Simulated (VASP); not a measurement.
A run of VASP 6.6.1:

INCAR

```
PREC = Accurate ; ENCUT = 520
EDIFF = 1E-6 ; ISMEAR = -1
SIGMA = 0.05 ; LREAL = False
LASPH = True ; NELM = 80
ALGO = Normal ; ISIF = 2
LWAVE = False ; LCHARG = False
GGA = PE ; IBRION = 2
NSW = 35 ; EDIFFG = -0.3
```

The input KPOINTS:

```
regular mesh
0
Gamma
  1 1 1
```

POSCAR

```
N
1.0
    7.0338500000      0.0000000000      0.0000000000
    0.0000000000      7.0338500000      0.0000000000
    0.0000000000      0.0000000000      7.0338500000
N
12
Direct
    1.0012403000      0.9332374000      0.2756593000
    0.9906978000      0.9609416000      0.1177688000
    0.7009732000      0.5231980000      0.5282799000
    0.6443289000      0.4018951000      0.4394819000
    0.0692094000      0.6342980000      0.7949769000
   -0.0224811000      0.6829989000      0.6723836000
    0.3765901000      0.8845532000      0.2608949000
    0.3510382000      0.7359786000      0.3163996000
    0.2853570000      0.8849566000      0.8994968000
    0.3026437000      1.0442421000      0.8877772000
    0.2934147000      0.3778157000      0.2235880000
    0.2952771000      0.3767847000      0.0629533000
```

Potentials or basis: VASP PAW PBE potentials, release 64 (N).

The run is started by

```console
$ cat potpaw_PBE.64/N/POTCAR > POTCAR
$ mpirun -np 1 vasp_gam > vasp.out
```

Hardware: 1 thread of Intel(R) Xeon(R) 6975P-C (Granite Rapids), on a shared host.

How long does it take, and how much memory?

Wall time 3.2 min on 1 thread of Intel(R) Xeon(R) 6975P-C (Granite Rapids), on a shared host, peak memory 0.37 GiB. Counts: scf iterations 129, k points 1, ion steps 16.
